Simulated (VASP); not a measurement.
# BePd in VASP: further runs, part 3 of 3

VASP 6.6.1. Earlier steps stand in the parts before.

## 6. Electric field gradients, LDA (equal xx and yy strain of -1 %)

Input file INCAR:

```
SYSTEM = BePd
PREC = Accurate
ENCUT = 520
EDIFF = 1E-8
ISMEAR = -1
SIGMA = 0.08
LREAL = .False.
LASPH = .True.
NELM = 80
ALGO = Normal
ISIF = 2
LWAVE = .False.
LCHARG = .False.
GGA = CA
LEFG = .True.
NBANDS = 13
```

Input file KPOINTS:

```
regular mesh
0
Gamma
  12 12 12
  0 0 0
```

Input file POSCAR:

```
BePd
1.0
    2.7848700000      0.0000000000      0.0000000000
    0.0000000000      2.7848700000      0.0000000000
    0.0000000000      0.0000000000      2.8130000000
Be Pd
1 1
Direct
    0.0000000000      0.0000000000      0.0000000000
    0.5000000000      0.5000000000      0.5000000000
```

Potentials or basis: VASP PAW LDA potentials, release 64 (Be, Pd).

The run is started by

```
$ cat potpaw_LDA.64/Be/POTCAR potpaw_LDA.64/Pd/POTCAR > POTCAR
$ mpirun -np 1 vasp_std > vasp.out
```

OUTCAR:

```text
SYSTEM = BePd
   PREC = Accurate
   ENCUT = 520
   EDIFF = 1E-8
   ISMEAR = -1
   LREAL = .False.
   LASPH = .True.
   NELM = 80
   ISIF = 2
   GGA = CA

 ion  position               nearest neighbor table
   1  0.000  0.000  0.000-   2 2.42   2 2.42   2 2.42   2 2.42   2 2.42   2 2.42   2 2.42   2 2.42

   2  0.500  0.500  0.500-   1 2.42   1 2.42   1 2.42   1 2.42   1 2.42   1 2.42   1 2.42   1 2.42

  LATTYP: Found a simple tetragonal cell.
 ALAT       =     2.7848700000
 C/A-ratio  =     1.0101010101

  Lattice vectors:

 A1 = (   2.7848700000,   0.0000000000,   0.0000000000)
 A2 = (   0.0000000000,   2.7848700000,   0.0000000000)
 A3 = (   0.0000000000,   0.0000000000,   2.8130000000)

Analysis of symmetry for initial positions (statically):
=====================================================================
 Subroutine PRICEL returns:
 Original cell was already a primitive cell.

 Routine SETGRP: Setting up the symmetry group for a
 simple tetragonal supercell.

 Subroutine GETGRP returns: Found 16 space group operations
 (whereof 16 operations were pure point group operations)
 out of a pool of 16 trial point group operations.

The static configuration has the point symmetry D_4h.

Analysis of symmetry for dynamics (positions and initial velocities):
=====================================================================
 Subroutine PRICEL returns:
 Original cell was already a primitive cell.

 Routine SETGRP: Setting up the symmetry group for a
 simple tetragonal supercell.

 Subroutine GETGRP returns: Found 16 space group operations
 (whereof 16 operations were pure point group operations)
 out of a pool of 16 trial point group operations.

The dynamic configuration has the point symmetry D_4h.

 Subroutine INISYM returns: Found 16 space group operations
 (whereof 16 operations are pure point group operations),
 and found     1 'primitive' translations

----------------------------------------------------------------------------------------

                                     Primitive cell

  volume of cell :      21.8162

  direct lattice vectors                    reciprocal lattice vectors
     2.784870000  0.000000000  0.000000000     0.359083189  0.000000000  0.000000000
     0.000000000  2.784870000  0.000000000     0.000000000  0.359083189  0.000000000
     0.000000000  0.000000000  2.813000000     0.000000000  0.000000000  0.355492357

  length of vectors
     2.784870000  2.784870000  2.813000000     0.359083189  0.359083189  0.355492357

  position of ions in fractional coordinates (direct lattice)
     0.000000000  0.000000000  0.000000000
     0.500000000  0.500000000  0.500000000

  ion indices of the primitive-cell ions
   primitive index   ion index
                 1           1
                 2           2

----------------------------------------------------------------------------------------

 KPOINTS: regular mesh

Automatic generation of k-mesh.
 Grid dimensions read from file:
 generate k-points for:   12   12   12

[... 82 lines left out ...]
     AMIX     =   0.40;   BMIX     =  1.00
     AMIX_MAG =   1.60;   BMIX_MAG =  1.00
  volume/ion in A,a.u.               =      10.91        73.61
  Fermi-wavevector in a.u.,A,eV,Ry     =   1.341350  2.534784 24.479865  1.799219
  Thomas-Fermi vector in A             =   2.469590
   LORBIT       =      0    0 simple, 1 ext, 2 COOP (PROOUT), +10 PAW based schemes
   GGA     = CA    functional components
   LHFCALC =     F    Hartree Fock is set to
   AEXX    =    0.0000 exact exchange contribution
   IVDW    =     0    specifies the selected vdW correction
   LEPSILON=     F    determine dielectric tensor
   LRPA    =     F    only Hartree local field effects (RPA)
 non-spin polarized calculation
  energy-cutoff  :      520.00
  volume of cell :       21.82
 maximum number of plane-waves:       624
 NGX is ok and might be reduce to    24
   NGX = 11   NGY = 11   NGZ = 11

 number of electron      12.0000005 magnetization

 Free energy of the ion-electron system (eV)
  ---------------------------------------------------
  ext. energy  EPLUGINS =         0.00000000
  ---------------------------------------------------
  free energy    TOTEN  =       -11.95397961 eV

  energy without entropy =      -11.93667988  energy(sigma->0) =      -11.94532974

 E-fermi :  10.0042     XC(G=0): -12.6866

 val. band max:        9.9997047289   @ k =   0.5000   0.1667   0.0000
 cond. band min:      10.0061841848   @ k =   0.5000   0.5000   0.1667
 fundamental gap:      0.0064794559
 Fermi energy:        10.0041600114

 k-point     1 :       0.0000    0.0000    0.0000
  band No.  band energies     occupation
      1       0.2128      2.00000
      2       4.2228      2.00000
      3       4.2558      2.00000
      4       7.6152      2.00000
      5       7.6152      2.00000
      6       7.6624      2.00000
      7      15.1238      0.00000
      8      15.4187      0.00000
      9      15.4187      0.00000
     10      24.4914      0.00000
     11      24.6031      0.00000
     12      27.1146      0.00000
     13      33.4610      0.00000
[... 354 lines left out ...]
  band No.  band energies     occupation
      1       3.3715      2.00000
      2       4.5086      2.00000
      3       6.3770      2.00000
      4       6.4396      2.00000
      5       6.7833      2.00000
      6       7.2784      2.00000
      7      10.2235      0.12112
      8      16.2025      0.00000
      9      18.0791      0.00000
     10      18.9827      0.00000
     11      25.4687      0.00000
     12      26.9559      0.00000
     13      29.0540      0.00000

 [... further k-points ...]

------------------------ aborting loop because EDIFF is reached ----------------------------------------

  FORCE on cell =-STRESS in cart. coord.  units (eV):
  Direction    XX          YY          ZZ          XY          YZ          ZX
  --------------------------------------------------------------------------------------
  -------------------------------------------------------------------------------------
  Total       -0.4958448     -0.4958448     -0.5580438      0.0000000      0.0000000      0.0000000
  in kB      -36.4147005    -36.4147005    -40.9825796      0.0000000      0.0000000      0.0000000
  external PRESSURE =     -37.9373268 kB  Pullay stress =       0.0000000 kB

 VOLUME and BASIS-vectors are now :
 -----------------------------------------------------------------------------
  energy-cutoff  :      520.00
  volume of cell :       21.82
      direct lattice vectors                 reciprocal lattice vectors
     2.784870000  0.000000000  0.000000000     0.359083189  0.000000000  0.000000000
     0.000000000  2.784870000  0.000000000     0.000000000  0.359083189  0.000000000
     0.000000000  0.000000000  2.813000000     0.000000000  0.000000000  0.355492357

 POSITION                                       TOTAL-FORCE (eV/Angst)
 -----------------------------------------------------------------------------------
      0.00000      0.00000      0.00000         0.000000      0.000000      0.000000
      1.39244      1.39244      1.40650         0.000000      0.000000      0.000000
 -----------------------------------------------------------------------------------
    total drift:                                0.000000     -0.000000     -0.000000

  FREE ENERGIE OF THE ION-ELECTRON SYSTEM (eV)
  ---------------------------------------------------
  free  energy   TOTEN  =       -11.9539796112 eV

  energy  without entropy=      -11.9366798755  energy(sigma->0) =      -11.94532974

 Electric field gradients (V/A^2)
---------------------------------------------------------------------
 ion       V_xx      V_yy      V_zz      V_xy      V_xz      V_yz
---------------------------------------------------------------------
   1       0.068     0.068    -0.136     0.000     0.000    -0.000
   2      -2.566    -2.566     5.132     0.000     0.000    -0.000
---------------------------------------------------------------------

 Electric field gradients after diagonalization (V/A^2)
 (convention: |V_zz| > |V_xx| > |V_yy|)
----------------------------------------------------------------------
 ion       V_xx      V_yy      V_zz     asymmetry (V_yy - V_xx)/ V_zz
----------------------------------------------------------------------
   1       0.068     0.068    -0.136       0.000
   2      -2.566    -2.566     5.132       0.000
----------------------------------------------------------------------

           NMR quadrupolar parameters

 Cq : quadrupolar parameter    Cq=e*Q*V_zz/h
 eta: asymmetry parameters     (V_yy - V_xx)/ V_zz
 Q  : nuclear electric quadrupole moment in mb (millibarn)
----------------------------------------------------------------------
 ion       Cq(MHz)       eta       Q (mb)
----------------------------------------------------------------------
   1      -0.000       0.000       1.000
   2       0.012       0.000       1.000
----------------------------------------------------------------------
```

OSZICAR:

```text
N       E                     dE             d eps       ncg     rms          rms(c)
DAV:   1     0.456829620406E+02    0.45683E+02   -0.63778E+03  5160   0.885E+02
DAV:   2    -0.119441667627E+02   -0.57627E+02   -0.53780E+02  6146   0.181E+02
DAV:   3    -0.129402625638E+02   -0.99610E+00   -0.99453E+00  6176   0.246E+01
DAV:   4    -0.129447312787E+02   -0.44687E-02   -0.44684E-02  6079   0.179E+00
DAV:   5    -0.129447905371E+02   -0.59258E-04   -0.59257E-04  6307   0.213E-01    0.106E+01
DAV:   6    -0.120851055755E+02    0.85968E+00   -0.75843E+00  5766   0.204E+01    0.335E+00
DAV:   7    -0.119739522287E+02    0.11115E+00   -0.57217E-01  5656   0.620E+00    0.187E+00
DAV:   8    -0.119554977317E+02    0.18454E-01   -0.64371E-03  6011   0.531E-01    0.498E-01
DAV:   9    -0.119539684176E+02    0.15293E-02   -0.69184E-04  6512   0.142E-01    0.284E-02
DAV:  10    -0.119539814071E+02   -0.12990E-04   -0.11103E-05  6216   0.263E-02    0.191E-02
DAV:  11    -0.119539796204E+02    0.17867E-05   -0.14984E-06  6436   0.768E-03    0.979E-04
DAV:  12    -0.119539796112E+02    0.92040E-08   -0.32850E-08  6366   0.152E-03
   1 F= -.11953980E+02 E0= -.11945330E+02  d E =-.172997E-01
```

stdout:

```text
POSCAR found type information on POSCAR BePd
 POSCAR found :  2 types and       2 ions
 scaLAPACK will be used
 LDA part: xc-table for (Slater(with rela. corr.)+CA(PZ))
 , standard interpolation
 POSCAR, INCAR and KPOINTS ok, starting setup
 FFT: planning ... GRIDC
 FFT: planning ... GRID_SOFT
 FFT: planning ... GRID
 WAVECAR not read
 entering main loop
ion   1

ion   2
```

It took 68 s on 1 thread of AMD EPYC 7R43 (Zen 3), shared host; peak memory 0.14 GiB.

Results:

```yaml
Free_energy: -11.9540 eV
Pressure: -3.8 GPa
Band_gap_on_the_k_mesh: zero (band 6 reaches 14.88 eV, above the bottom of band 7 at 8.69 eV)
```

Stress tensor (GPa, compression positive):
```
-3.64  0.00  0.00
 0.00 -3.64  0.00
 0.00  0.00 -4.10
```

Electric field gradients, principal values (V/Å²):
| atom | least | middle | greatest (by size) |
| --- | --- | --- | --- |
| 1 Be | 0.068 | 0.068 | -0.136 |
| 2 Pd | -2.566 | -2.566 | 5.132 |

Caveat: the cell differs from its parent crystal (equal xx and yy strain of -1 %); without QUAD_EFG the Cq values of the log hold for a quadrupole moment of 1 mb, not for the nuclei.

## 7. Summary

| cell | gap on the mesh (eV) | pressure (GPa) |
| --- | --- | --- |
| a = 2.756 Å, 2 atoms | none | 4.8 |
| a = 2.794 Å, 2 atoms | none | -3.8 |
| a = 2.785, b = 2.785, c = 2.813 Å, 2 atoms | none | -3.8 |

Alike in all rows: task electric field gradients; level LDA; potentials or basis VASP PAW LDA potentials, release 64 (Be, Pd); no spin polarisation; k mesh 12 × 12 × 12; cutoff (eV) 520; smearing fermi-dirac 0.08 eV.

Absolute energies hang on the potentials; compare differences alone.
